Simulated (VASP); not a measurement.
A run of VASP 6.6.1:

Contents of INCAR:

```
ALGO     = Normal         # electronic algorithm
EDIFF    = 1E-6           # SCF threshold, eV
ENCUT    = 520            # plane-wave cutoff, eV
GGA      = PE             # functional
ISIF     = 2              # what is computed and relaxed
ISMEAR   = 0              # smearing method
LASPH    = True           # aspherical terms in the spheres
LCHARG   = False          # write CHGCAR
LREAL    = False          # projectors in reciprocal space
LWAVE    = False          # write WAVECAR
NBANDS   = 34             # bands
NELM     = 60             # most SCF steps
PREC     = Accurate       # precision mode
SIGMA    = 0.1            # smearing width, eV
```

KPOINTS

```
k-points
0
Gamma
  4 4 4
```

The input POSCAR:

```
Ga2GeTeSe
1.0
    2.6645028832     -5.3787685325      0.0000000000
    2.6645028832      5.3787685325      0.0000000000
    0.0000000000      0.0000000000      5.7024541928
Ga Ge Te Se
2 1 1 1
Direct
    0.2541886794      0.7458113206      0.0000000000
    0.7458113206      0.2541886794      0.0000000000
    0.0000000000      0.0000000000      0.0000000000
    0.5000000000      0.5000000000      0.5000000000
    0.5000000000      0.5000000000      0.0000000000
```

Potentials or basis: VASP PAW PBE potentials, release 64 (Ga_d, Ge_d, Te, Se).

The run is started by

```console
$ cat potpaw_PBE.64/Ga_d/POTCAR potpaw_PBE.64/Ge_d/POTCAR potpaw_PBE.64/Te/POTCAR potpaw_PBE.64/Se/POTCAR > POTCAR
$ mpirun -np 1 vasp_std > vasp.out
```

Hardware: 1 thread of Intel(R) Xeon(R) 6975P-C (Granite Rapids) (shared host).

Estimate the wall time of this run.

Run time: 60 s on 1 thread of Intel(R) Xeon(R) 6975P-C (Granite Rapids) (shared host), peak memory 0.37 GiB. Counts: scf iterations 14, k points 21.
